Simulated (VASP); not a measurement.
# HfO2 (Fm-3m) in VASP: a series of runs, part 2 of 2

VASP 6.6.1. Earlier steps stand in the parts before.

### Step 4. Single point, BLYP+D4

INCAR reads:

```
SYSTEM = HfO2
AGGAC = 1.0
AGGAX = 1.0
ALDAC = 0.0
ALDAX = 1.0
ALGO = Normal
EDIFF = 1E-7
ENCUT = 520
GGA = B5
ISIF = 2
ISMEAR = -1
IVDW = 13
LASPH = .TRUE.
LCHARG = .FALSE.
LREAL = .FALSE.
LWAVE = .FALSE.
NBANDS = 18
NELM = 80
PREC = Accurate
SIGMA = 0.05
VDW_A1 = 0.44488865
VDW_A2 = 4.0933009
VDW_S6 = 1.0
VDW_S8 = 2.34076671
```

KPOINTS reads:

```
k-points
0
G
  9 9 9
  0 0 0
```

POSCAR reads:

```
HfO2
1.0
    0.0000000000      2.5575000000      2.5575000000
    2.5575000000      0.0000000000      2.5575000000
    2.5575000000      2.5575000000      0.0000000000
Hf O
1 2
Direct
    0.0000000000      0.0000000000      0.0000000000
    0.7500000000      0.7500000000      0.7500000000
    0.2500000000      0.2500000000      0.2500000000
```

Potentials or basis: VASP PAW PBE potentials, release 64 (Hf_pv, O).

Command:

```
> cat potpaw_PBE.64/Hf_pv/POTCAR potpaw_PBE.64/O/POTCAR > POTCAR
> mpirun -np 1 vasp_std > vasp.out
```

OUTCAR:

```text
SYSTEM = HfO2
   EDIFF = 1E-7
   ENCUT = 520
   GGA = B5
   ISIF = 2
   ISMEAR = -1
   IVDW = 13
   LASPH = .TRUE.
   LREAL = .FALSE.
   NELM = 80
   PREC = Accurate

 ion  position               nearest neighbor table
   1  0.000  0.000  0.000-   2 2.21   2 2.21   2 2.21   2 2.21   3 2.21   3 2.21   3 2.21   3 2.21

   2  0.750  0.750  0.750-   1 2.21   1 2.21   1 2.21   1 2.21
   3  0.250  0.250  0.250-   1 2.21   1 2.21   1 2.21   1 2.21

  LATTYP: Found a face centered cubic cell.
 ALAT       =     5.1150000000

  Lattice vectors:

 A1 = (   0.0000000000,   2.5575000000,   2.5575000000)
 A2 = (   2.5575000000,   0.0000000000,   2.5575000000)
 A3 = (   2.5575000000,   2.5575000000,   0.0000000000)

Analysis of symmetry for initial positions (statically):
=====================================================================
 Subroutine PRICEL returns:
 Original cell was already a primitive cell.

 Routine SETGRP: Setting up the symmetry group for a
 face centered cubic supercell.

 Subroutine GETGRP returns: Found 48 space group operations
[... 9 lines left out ...]

 Routine SETGRP: Setting up the symmetry group for a
 face centered cubic supercell.

 Subroutine GETGRP returns: Found 48 space group operations
[... 11 lines left out ...]
                                     Primitive cell

  volume of cell :      33.4562

  direct lattice vectors                    reciprocal lattice vectors
     0.000000000  2.557500000  2.557500000    -0.195503421  0.195503421  0.195503421
     2.557500000  0.000000000  2.557500000     0.195503421 -0.195503421  0.195503421
     2.557500000  2.557500000  0.000000000     0.195503421  0.195503421 -0.195503421

  length of vectors
     3.616851186  3.616851186  3.616851186     0.338621859  0.338621859  0.338621859

  position of ions in fractional coordinates (direct lattice)
     0.000000000  0.000000000  0.000000000
     0.750000000  0.750000000  0.750000000
     0.250000000  0.250000000  0.250000000

  ion indices of the primitive-cell ions
   primitive index   ion index
                 1           1
[... 90 lines left out ...]
   EFERMI_NEDOS =   21; number of points for ismear=-14 and -15
   IALGO  =     38    algorithm
   IMIX   =      4    mixing-type and parameters
     AMIX     =   0.40;   BMIX     =  1.00
     AMIX_MAG =   1.60;   BMIX_MAG =  1.00
  volume/ion in A,a.u.               =      11.15        75.26
  Fermi-wavevector in a.u.,A,eV,Ry     =   1.423607  2.690227 27.574337  2.026657
  Thomas-Fermi vector in A             =   2.544186
   LORBIT       =      0    0 simple, 1 ext, 2 COOP (PROOUT), +10 PAW based schemes
   GGA     = B5    functional components
   LHFCALC =     F    Hartree Fock is set to
   AEXX    =    0.0000 exact exchange contribution
   IVDW    =    13    specifies the selected vdW correction
   LEPSILON=     F    determine dielectric tensor
   LRPA    =     F    only Hartree local field effects (RPA)
 non-spin polarized calculation
  energy-cutoff  :      520.00
  volume of cell :       33.46
 maximum number of plane-waves:       914
   NGX = 13   NGY = 13   NGZ = 13

 number of electron      21.9999993 magnetization

 Free energy of the ion-electron system (eV)
  ---------------------------------------------------
  ext. energy  EPLUGINS =         0.00000000
  ---------------------------------------------------
  free energy    TOTEN  =       -28.91234988 eV

  energy without entropy =      -28.91234988  energy(sigma->0) =      -28.91234988

 E-fermi :   5.4218     XC(G=0): -11.1495

 val. band max:        4.3571895120   @ k =  -0.4444   0.4444   0.0000
 cond. band min:       8.2422900602   @ k =   0.0000   0.0000   0.0000
 fundamental gap:      3.8851005482
 Fermi energy:         5.4218322055

 k-point     1 :       0.0000    0.0000    0.0000
  band No.  band energies     occupation
      1     -25.2979      2.00000
      2     -25.2979      2.00000
      3     -25.2979      2.00000
      4     -14.0308      2.00000
      5     -11.1582      2.00000
      6      -0.7132      2.00000
[... 481 lines left out ...]
      5     -12.0942      2.00000
      6      -1.6437      2.00000
[... 10 lines left out ...]
     17      16.4344      0.00000
     18      16.9885      0.00000

 [... further k-points ...]

------------------------ aborting loop because EDIFF is reached ----------------------------------------

  DFT-D4 for vdW energy calculation

  Edisp (eV):   -1.05565

  FORCE on cell =-STRESS in cart. coord.  units (eV):
  Direction    XX          YY          ZZ          XY          YZ          ZX
  --------------------------------------------------------------------------------------
  -------------------------------------------------------------------------------------
  Total      -1.04794    -1.04794    -1.04794     0.00000     0.00000     0.00000
  in kB     -50.18473   -50.18473   -50.18473     0.00000     0.00000     0.00000
  external pressure =      -50.18 kB  Pullay stress =        0.00 kB

 VOLUME and BASIS-vectors are now :
 -----------------------------------------------------------------------------
  energy-cutoff  :      520.00
  volume of cell :       33.46
      direct lattice vectors                 reciprocal lattice vectors
     0.000000000  2.557500000  2.557500000    -0.195503421  0.195503421  0.195503421
     2.557500000  0.000000000  2.557500000     0.195503421 -0.195503421  0.195503421
     2.557500000  2.557500000  0.000000000     0.195503421  0.195503421 -0.195503421

 POSITION                                       TOTAL-FORCE (eV/Angst)
 -----------------------------------------------------------------------------------
      0.00000      0.00000      0.00000        -0.000000     -0.000000     -0.000000
      3.83625      3.83625      3.83625         0.000000      0.000000      0.000000
      1.27875      1.27875      1.27875         0.000000     -0.000000     -0.000000
 -----------------------------------------------------------------------------------
    total drift:                                0.000000      0.000000      0.000000

  FREE ENERGIE OF THE ION-ELECTRON SYSTEM (eV)
  ---------------------------------------------------
  free  energy   TOTEN  =       -29.9680033973 eV

  energy  without entropy=      -29.9680033973  energy(sigma->0) =      -29.96800340
```

OSZICAR:

```text
N       E                     dE             d eps       ncg     rms          rms(c)
DAV:   1     0.961365168368E+02    0.96137E+02   -0.12627E+04  1260   0.120E+03
DAV:   2    -0.313874226690E+02   -0.12752E+03   -0.12395E+03  1582   0.288E+02
DAV:   3    -0.356698354643E+02   -0.42824E+01   -0.42644E+01  1432   0.473E+01
DAV:   4    -0.356975320822E+02   -0.27697E-01   -0.27688E-01  1552   0.422E+00
DAV:   5    -0.356977193144E+02   -0.18723E-03   -0.18723E-03  1408   0.322E-01    0.434E+01
DAV:   6    -0.290803754536E+02    0.66173E+01   -0.24518E+01  1286   0.351E+01    0.393E+01
DAV:   7    -0.289670227970E+02    0.11335E+00   -0.78853E-01  1436   0.726E+00    0.290E+01
DAV:   8    -0.289488061855E+02    0.18217E-01   -0.45685E-01  1418   0.599E+00    0.122E+01
DAV:   9    -0.289122410040E+02    0.36565E-01   -0.10741E-01  1346   0.277E+00    0.276E+00
DAV:  10    -0.289123159785E+02   -0.74974E-04   -0.27499E-03  1452   0.403E-01    0.490E-01
DAV:  11    -0.289123500398E+02   -0.34061E-04   -0.23333E-04  1456   0.137E-01    0.207E-01
DAV:  12    -0.289123498896E+02    0.15019E-06   -0.14786E-05  1488   0.279E-02    0.395E-02
DAV:  13    -0.289123498839E+02    0.57448E-08   -0.67263E-07  1464   0.648E-03
   1 F= -.29968003E+02 E0= -.29968003E+02  d E =-.233555E-10
```

stdout:

```text
POSCAR found type information on POSCAR HfO
 POSCAR found :  2 types and       3 ions
 scaLAPACK will be used
 -----------------------------------------------------------------------------
|                                                                             |
|                                                                             |
|     You enforced a specific xc type in the INCAR file but a different       |
|     I HOPE YOU KNOW WHAT YOU ARE DOING!                                     |
|                                                                             |
 -----------------------------------------------------------------------------

 LDA part: xc-table for (Slater(with rela. corr.)+VWN5), standard interpolation
 POSCAR, INCAR and KPOINTS ok, starting setup
 FFT: planning ... GRIDC
 FFT: planning ... GRID_SOFT
 FFT: planning ... GRID
 WAVECAR not read
 entering main loop
```

Run time: 33 s. Hardware: 1 thread of Intel Xeon 6975P-C, shared host; peak memory 0.17 GiB.

What came out:

```
Free energy                : -29.9680 eV
Pressure                   : -5.0 GPa
Band gap on the k mesh     : 3.89 eV, indirect (least direct gap 4.02 eV)
Dispersion energy per atom : -0.352 eV
```

Caveat: the PAW data sets were made with another functional, which shifts forces and pressure a little; spin-orbit coupling is left out, which moves the levels of the heavy elements. A hybrid or GW would open this gap; BLYP tends to underestimate it.

### Step 5. Single point, RPBE

This run uses another cell than the first one, of 11.38 Å³/atom, 1.020 times its volume.

INCAR reads:

```
PREC = Accurate
ENCUT = 520
EDIFF = 1E-7
ISMEAR = -1
SIGMA = 0.05
LREAL = False
LASPH = True
NELM = 60
ALGO = Normal
ISIF = 2
LWAVE = False
LCHARG = False
GGA = RP
NBANDS = 18
```

KPOINTS reads:

```
Automatic mesh
0
Gamma
  9 9 9
```

POSCAR reads:

```
HfO2
1.0
    0.0000000000      2.5744375797      2.5744375797
    2.5744375797      0.0000000000      2.5744375797
    2.5744375797      2.5744375797      0.0000000000
Hf O
1 2
Direct
    0.0000000000      0.0000000000      0.0000000000
    0.7500000000      0.7500000000      0.7500000000
    0.2500000000      0.2500000000      0.2500000000
```

Command:

```
> cat potpaw_PBE.64/Hf_pv/POTCAR potpaw_PBE.64/O/POTCAR > POTCAR
> mpirun -np 1 vasp_std > vasp.out
```

Wall time 24 s (1 thread of Intel Xeon 6975P-C, shared host); peak memory 0.17 GiB.

Results (log left out):

```yaml
Free_energy: -28.8929 eV
Pressure: -5.5 GPa
Band_gap_on_the_k_mesh: 3.89 eV, indirect (least direct gap 3.99 eV)
```

Levels at points of the mesh, in eV from the valence-band top:
| k point | band 8 | band 9 | band 10 | band 11 | band 12 | band 13 | band 14 | band 15 |
| --- | --- | --- | --- | --- | --- | --- | --- | --- |
| (0.00, 0.00, 0.00) | -5.00 | -0.53 | -0.53 | -0.53 | 3.89 | 3.89 | 5.68 | 9.91 |

Caveat: the PAW data sets were made with another functional, which shifts forces and pressure a little; spin-orbit coupling is left out, which moves the levels of the heavy elements. A k mesh can miss the band edges.

### Step 6. Overview

| level | cell | gap on the mesh (eV) | pressure (GPa) |
| --- | --- | --- | --- |
| RPBE | a = 3.617 Å, angles 60.0°, 3 atoms | 3.94 | -1.1 |
| BLYP+D4 | a = 3.593 Å, angles 60.0°, 3 atoms | 3.94 | -0.2 |
| BLYP+D4 | a = 3.617 Å, angles 60.0°, 3 atoms | 3.89 | -5.0 |
| RPBE | a = 3.641 Å, angles 60.0°, 3 atoms | 3.89 | -5.5 |

Alike in all rows: task single point; potentials or basis VASP PAW PBE potentials, release 64 (Hf_pv, O); no spin polarisation; k mesh 9 × 9 × 9; cutoff (eV) 520; smearing fermi-dirac 0.05 eV.

Caveats: the PAW data sets were made with another functional, which shifts forces and pressure a little; spin-orbit coupling is left out, which moves the levels of the heavy elements.

Absolute energies hang on the potentials; compare differences alone.
